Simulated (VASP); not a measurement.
# Ba2O (antifluorite type) (Fm-3m) in VASP: a series of runs

Ba2O (antifluorite type) is run at these levels: PBE; tasks: single point.

All numbers are computed with VASP 6.6.1; they aren't measurements. Logs are shortened: lines on timing, memory, paths and dates and some standing lists are left out, and cuts for length are marked.

## (1) The cell of the first run

It takes space group Fm-3m (No. 225, cubic). Conventional cell: a = 6.968 Å, b = 6.968 Å, c = 6.968 Å, α = 90.00°, β = 90.00°, γ = 90.00°. Ba (site symmetry -43m) has 4 O at 3.02 Å and 6 Ba at 3.48 Å within 4.0 Å. Within 4.0 Å of O (site symmetry m-3m) lie 8 Ba at 3.02 Å.

## (2) Single point, PBE

File INCAR:

```
  ALGO = Normal
  EDIFF = 1E-6
  ENCUT = 520
  GGA = PE
  ISIF = 2
  ISMEAR = -1
  LASPH = True
  LCHARG = True
  LELF = True
  LREAL = False
  LVHAR = True
  LWAVE = False
  NBANDS = 20
  NELM = 60
  PREC = Accurate
  SIGMA = 0.06122561905347299
```

File KPOINTS:

```
k-points
0
Gamma
  10 10 10
```

File POSCAR:

```
Ba2O
1.0
    0.0000000000      3.4841960964      3.4841960964
    3.4841960964      0.0000000000      3.4841960964
    3.4841960964      3.4841960964      0.0000000000
Ba O
2 1
Direct
    0.2500000000      0.2500000000      0.2500000000
    0.7500000000      0.7500000000      0.7500000000
    0.0000000000      0.0000000000      0.0000000000
```

Potentials or basis: VASP PAW PBE potentials, release 64 (Ba_sv, O).

On the command line:

```sh
cat potpaw_PBE.64/Ba_sv/POTCAR potpaw_PBE.64/O/POTCAR > POTCAR
mpirun -np 1 vasp_std > vasp.out
```

OUTCAR:

```text
EDIFF = 1E-6
   ENCUT = 520
   GGA = PE
   ISIF = 2
   ISMEAR = -1
   LASPH = True
   LREAL = False
   NELM = 60
   PREC = Accurate

 ion  position               nearest neighbor table
   1  0.250  0.250  0.250-   3 3.02   3 3.02   3 3.02   3 3.02   2 3.48   2 3.48   2 3.48   2 3.48
                             2 3.48   2 3.48
   2  0.750  0.750  0.750-   3 3.02   3 3.02   3 3.02   3 3.02   1 3.48   1 3.48   1 3.48   1 3.48
                             1 3.48   1 3.48
   3  0.000  0.000  0.000-   2 3.02   2 3.02   2 3.02   1 3.02   2 3.02   1 3.02   1 3.02   1 3.02

  LATTYP: Found a face centered cubic cell.
 ALAT       =     6.9683921928

  Lattice vectors:

 A1 = (   0.0000000000,   3.4841960964,   3.4841960964)
 A2 = (   3.4841960964,   0.0000000000,   3.4841960964)
 A3 = (   3.4841960964,   3.4841960964,   0.0000000000)

Analysis of symmetry for initial positions (statically):
=====================================================================
 Subroutine PRICEL returns:
 Original cell was already a primitive cell.

 Routine SETGRP: Setting up the symmetry group for a
 face centered cubic supercell.

 Subroutine GETGRP returns: Found 48 space group operations
 (whereof 48 operations were pure point group operations)
 out of a pool of 48 trial point group operations.

The static configuration has the point symmetry O_h .

Analysis of symmetry for dynamics (positions and initial velocities):
=====================================================================
 Subroutine PRICEL returns:
 Original cell was already a primitive cell.

 Routine SETGRP: Setting up the symmetry group for a
 face centered cubic supercell.

 Subroutine GETGRP returns: Found 48 space group operations
 (whereof 48 operations were pure point group operations)
 out of a pool of 48 trial point group operations.

The dynamic configuration has the point symmetry O_h .

 Subroutine INISYM returns: Found 48 space group operations
 (whereof 48 operations are pure point group operations),
 and found     1 'primitive' translations

----------------------------------------------------------------------------------------

                                     Primitive cell

  volume of cell :      84.5937

  direct lattice vectors                    reciprocal lattice vectors
     0.000000000  3.484196096  3.484196096    -0.143505126  0.143505126  0.143505126
     3.484196096  0.000000000  3.484196096     0.143505126 -0.143505126  0.143505126
[... 86 lines left out ...]
   NELM   =     60;   NELMIN=  2; NELMDL= -5     # of ELM steps
   EDIFF  = 0.1E-05   stopping-criterion for ELM
   LREAL  =      F    real-space projection
   EDIFFG = 0.1E-04   stopping-criterion for IOM
   NSW    =      0    number of steps for IOM
   IBRION =     -1    ionic relax: 0-MD 1-quasi-New 2-CG
   NFREE  =      0    steps in history (QN), initial steepest desc. (CG)
   ISIF   =      2    stress and relaxation
   ISYM   =      2    0-nonsym 1-usesym 2-fastsym
   POTIM  = 0.5000    time-step for ionic-motion
   TEBEG  =    0.0;   TEEND  =   0.0 temperature during run
   PSTRESS=    0.0 pullay stress
   NELECT =      26.0000    total number of electrons
   NUPDOWN=      -1.0000    fix difference up-down
   EMIN   =  10.00;   EMAX   =-10.00  energy-range for DOS
   EFERMI =   0.00;   METHOD = LEGACY
   ISMEAR =    -1;   SIGMA  =   0.06  broadening in eV -4-tet -1-fermi 0-gaus
   EFERMI_NEDOS =   21; number of points for ismear=-14 and -15
   IALGO  =     38    algorithm
   IMIX   =      4    mixing-type and parameters
     AMIX     =   0.40;   BMIX     =  1.00
     AMIX_MAG =   1.60;   BMIX_MAG =  1.00
  volume/ion in A,a.u.               =      28.20       190.29
  Fermi-wavevector in a.u.,A,eV,Ry     =   1.104808  2.087784 16.607272  1.220600
  Thomas-Fermi vector in A             =   2.241286
   LORBIT       =      0    0 simple, 1 ext, 2 COOP (PROOUT), +10 PAW based schemes
   GGA     = PE    functional components
   LHFCALC =     F    Hartree Fock is set to
   AEXX    =    0.0000 exact exchange contribution
   IVDW    =     0    specifies the selected vdW correction
   LEPSILON=     F    determine dielectric tensor
   LRPA    =     F    only Hartree local field effects (RPA)
 non-spin polarized calculation
  energy-cutoff  :      520.00
  volume of cell :       84.59
 maximum number of plane-waves:      2295
 NGX is ok and might be reduce to    40
   NGX = 19   NGY = 19   NGZ = 19

 number of electron      26.0000001 magnetization

 Free energy of the ion-electron system (eV)
  ---------------------------------------------------
  ext. energy  EPLUGINS =         0.00000000
  ---------------------------------------------------
  free energy    TOTEN  =       -12.01687003 eV

  energy without entropy =      -11.98793937  energy(sigma->0) =      -12.00240470

 E-fermi :   3.8354     XC(G=0):  -9.3083

 val. band max:        3.8310003416   @ k =   0.3000   0.1000   0.0000
 cond. band min:       3.8527825552   @ k =   0.3000   0.0000   0.0000
 fundamental gap:      0.0217822136
 Fermi energy:         3.8353700128

 k-point     1 :       0.0000    0.0000    0.0000
  band No.  band energies     occupation
      1     -25.3249      2.00000
      2     -24.6548      2.00000
      3     -13.4682      2.00000
      4     -10.8114      2.00000
      5     -10.8114      2.00000
      6     -10.8114      2.00000
[... 541 lines left out ...]
     19       7.4640      0.00000
     20       8.5427      0.00000

 [... further k-points ...]

------------------------ aborting loop because EDIFF is reached ----------------------------------------

  FORCE on cell =-STRESS in cart. coord.  units (eV):
  Direction    XX          YY          ZZ          XY          YZ          ZX
  --------------------------------------------------------------------------------------
  -------------------------------------------------------------------------------------
  Total       -0.3219488     -0.3219488     -0.3219488      0.0000000      0.0000000      0.0000000
  in kB       -6.0976106     -6.0976106     -6.0976106      0.0000000      0.0000000      0.0000000
  external PRESSURE =      -6.0976106 kB  Pullay stress =       0.0000000 kB

 VOLUME and BASIS-vectors are now :
 -----------------------------------------------------------------------------
  energy-cutoff  :      520.00
  volume of cell :       84.59
      direct lattice vectors                 reciprocal lattice vectors
     0.000000000  3.484196096  3.484196096    -0.143505126  0.143505126  0.143505126
     3.484196096  0.000000000  3.484196096     0.143505126 -0.143505126  0.143505126
     3.484196096  3.484196096  0.000000000     0.143505126  0.143505126 -0.143505126

 POSITION                                       TOTAL-FORCE (eV/Angst)
 -----------------------------------------------------------------------------------
      1.74210      1.74210      1.74210        -0.000000     -0.000000      0.000000
      5.22629      5.22629      5.22629         0.000000      0.000000     -0.000000
      0.00000      0.00000      0.00000         0.000000     -0.000000      0.000000
 -----------------------------------------------------------------------------------
    total drift:                               -0.000000     -0.000000      0.000000

  FREE ENERGIE OF THE ION-ELECTRON SYSTEM (eV)
  ---------------------------------------------------
  free  energy   TOTEN  =       -12.0168700293 eV

  energy  without entropy=      -11.9879393667  energy(sigma->0) =      -12.00240470
```

stdout:

```text
POSCAR found type information on POSCAR BaO
 POSCAR found :  2 types and       3 ions
 scaLAPACK will be used
 LDA part: xc-table for (Slater+PW92), standard interpolation
 POSCAR, INCAR and KPOINTS ok, starting setup
 FFT: planning ... GRIDC
 FFT: planning ... GRID_SOFT
 FFT: planning ... GRID
 WAVECAR not read
 entering main loop
```

Run time: 1.9 min. Hardware: 1 thread of Intel Xeon Platinum 8375C at 2.90GHz (Ice Lake), shared host; peak memory 0.27 GiB.

Results:

```yaml
Free_energy: -12.0169 eV
Pressure: -0.6 GPa
Band_gap_on_the_k_mesh: zero (bands 13 and 14 overlap by 0.48 eV)
```

Levels at points of the mesh, in eV from the Fermi level:
| k point | band 11 | band 12 | band 13 | band 14 | band 15 | band 16 |
| --- | --- | --- | --- | --- | --- | --- |
| (0.00, 0.00, 0.00) | -3.87 | -3.87 | -1.23 | -0.41 | -0.41 | 1.77 |
| (0.50, 0.00, 0.00) | -3.32 | -3.12 | 0.06 | 1.77 | 1.77 | 2.83 |
| (0.50, 0.50, 0.00) | -2.97 | -2.97 | -1.12 | 0.44 | 1.11 | 1.73 |

Caveat: spin-orbit coupling is left out, which moves the levels of the heavy elements.

(Continued in part 2 of 2.)
